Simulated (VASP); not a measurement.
Runs of VASP 6.6.1 on TlH3. The structure is that of space group Pm-3m (No. 221), or close to it. The cells are those of the table. 

```tsv
task	cell	k mesh	cutoff (eV)	gap on the mesh (eV)	pressure (GPa)	relaxed volume (Å³/atom)
relaxation of cell and atoms	relaxed from a = 3.460 Å, 4 atoms	14 × 14 × 14	600	none	0.1	(a)
single point	a = 3.460 Å, 4 atoms	6 × 6 × 6	520	none	(b)	-
single point	a = 3.589 Å, 4 atoms	6 × 6 × 6	520	none	-4.8	-
single point	a = 3.464 Å, 4 atoms	14 × 14 × 14	520	none	-0.1	-
relaxation of cell and atoms	relaxed from a = 3.589 Å, 4 atoms	6 × 6 × 6	600	none	-0.4	10.42
```

Alike in all rows: level PBE; potentials or basis VASP PAW PBE potentials, release 64 (Tl_d, H); no spin polarisation; smearing gaussian 0.1 eV.

Question: Fill in the values left out.

Answer: (a) 10.37; (b) -0.2.

Caveats: spin-orbit coupling is left out, which moves the levels of the heavy elements; the cell stands under tension (at least some runs).

A k mesh can miss the band edges, and the runs leave out spin-orbit coupling on Tl.

A gap of «none» marks levels without a gap at the run's occupations.
